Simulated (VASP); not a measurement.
Input of a VASP 6.6.1 run:

INCAR

```
PREC = Accurate
ENCUT = 520
EDIFF = 1E-7
ISMEAR = -1
SIGMA = 0.02
LREAL = Auto
LASPH = True
NELM = 80
ALGO = Normal
ISIF = 2
LWAVE = False
LCHARG = True
GGA = PS
LELF = True
LVHAR = True
NBANDS = 52
```

Contents of KPOINTS:

```
regular mesh
0
Gamma
  2 2 2
```

File POSCAR:

```
TiSi16
1.0
    0.0000000000      5.4300000000      5.4300000000
    5.4300000000      0.0000000000      5.4300000000
    5.4300000000      5.4300000000      0.0000000000
Si Ti
16 1
Direct
    0.0076519337      0.0058839779      0.0263627993
    0.1688674033      0.0983517495      0.1426611418
    0.0043646409     -0.0056721915      0.5164088398
    0.0730478821      0.1181675875      0.6801933702
    0.0493738490      0.4668876611     -0.0296685083
    0.1467771639      0.6271823204      0.1220441989
    0.0107366483      0.4702578269      0.4782320442
    0.1391160221      0.6062983425      0.5800184162
    0.5205340700     -0.0356721915     -0.0295948435
    0.5991804788      0.0738581952      0.1496040516
    0.4473572744      0.0051657459      0.5127163904
    0.6180018416      0.1448342541      0.5794567219
    0.5026243094      0.4574309392      0.0041344383
    0.6829005525      0.5682228361      0.0841896869
    0.4959023941      0.5317587477      0.4504143646
    0.6337108656      0.5970994475      0.6160497238
    0.8542449355      0.8696040516      0.3907274401
```

Potentials or basis: VASP PAW PBE potentials, release 64 (Si, Ti_sv).

Run with:

```bash
$ cat potpaw_PBE.64/Si/POTCAR potpaw_PBE.64/Ti_sv/POTCAR > POTCAR
$ mpirun -np 1 vasp_std > vasp.out
```

(1) Predict the band gap on the k mesh.

(2) What does it give for the largest force?

(3) Predict the pressure.

## Answers

(1) zero (bands 38 and 39 overlap by 0.27 eV).

(2) 1.764 eV/Å.

(3) 1.2 GPa.

Caveat: the k points lie up to 0.50 Å⁻¹ apart; the PAW data sets were made with another functional, which shifts forces and pressure a little.
